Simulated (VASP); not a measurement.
A run of VASP 6.6.1:

File INCAR:

```
SYSTEM = TaN
PREC = Accurate
ENCUT = 520
EDIFF = 1E-6
ISMEAR = -1
SIGMA = 0.05
LREAL = .False.
LASPH = .True.
NELM = 60
ALGO = Normal
ISIF = 2
LWAVE = .False.
LCHARG = .False.
GGA = PS
IVDW = 13
NBANDS = 15
```

Contents of KPOINTS:

```
regular mesh
0
Gamma
  9 9 8
  0 0 0
```

File POSCAR:

```
TaN
1.0
    2.9380000000      0.0000000000      0.0000000000
   -1.4690000000      2.5443826400      0.0000000000
    0.0000000000      0.0000000000      2.8830000000
Ta N
1 1
Direct
    0.3333333300      0.6666666700      0.5000000000
    0.0000000000      0.0000000000      0.0000000000
```

Potentials or basis: VASP PAW PBE potentials, release 64 (Ta_pv, N).

Command:

```bash
$ cat potpaw_PBE.64/Ta_pv/POTCAR potpaw_PBE.64/N/POTCAR > POTCAR
$ mpirun -np 1 vasp_std > vasp.out
```

Hardware: 1 thread of AMD EPYC 7R13, on a shared host.

Task: Estimate the wall time of this run.

Result: It took 32 s on 1 thread of AMD EPYC 7R13, on a shared host, peak memory 0.12 GiB. Counts: scf iterations 13, k points 60.
